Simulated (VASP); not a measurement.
A run of VASP 6.6.1 is set up as follows.

INCAR

```
PREC = Accurate
ENCUT = 520
EDIFF = 1E-6
ISMEAR = 0
SIGMA = 0.02
LREAL = False
LASPH = True
NELM = 100
ALGO = Normal
ISIF = 2
LWAVE = False
LCHARG = True
GGA = PS
LELF = True
LVHAR = True
NBANDS = 24
```

Contents of KPOINTS:

```
Automatic mesh
0
Gamma
  6 6 6
```

File POSCAR:

```
RbBeF3
1.0
    3.7940866901      0.0000000000      0.0000000000
    0.0000000000      3.7940866901      0.0000000000
    0.0000000000      0.0000000000      3.7940866901
Rb Be F
1 1 3
Direct
    0.0000000000      0.0000000000      0.0000000000
    0.5000000000      0.5000000000      0.5000000000
    0.0000000000      0.5000000000      0.5000000000
    0.5000000000      0.0000000000      0.5000000000
    0.5000000000      0.5000000000      0.0000000000
```

Potentials or basis: VASP PAW PBE potentials, release 64 (Rb_sv, Be, F).

Launch:

```bash
$ cat potpaw_PBE.64/Rb_sv/POTCAR potpaw_PBE.64/Be/POTCAR potpaw_PBE.64/F/POTCAR > POTCAR
$ mpirun -np 1 vasp_std > vasp.out
```

Problem. Predict the band gap on the k mesh.

Solution. 7.26 eV, indirect (least direct gap 7.27 eV).

Problem. Estimate the pressure.

Solution. 0.1 GPa.

Caveat: the PAW data sets were made with another functional, which shifts forces and pressure a little. A k mesh can miss the band edges.
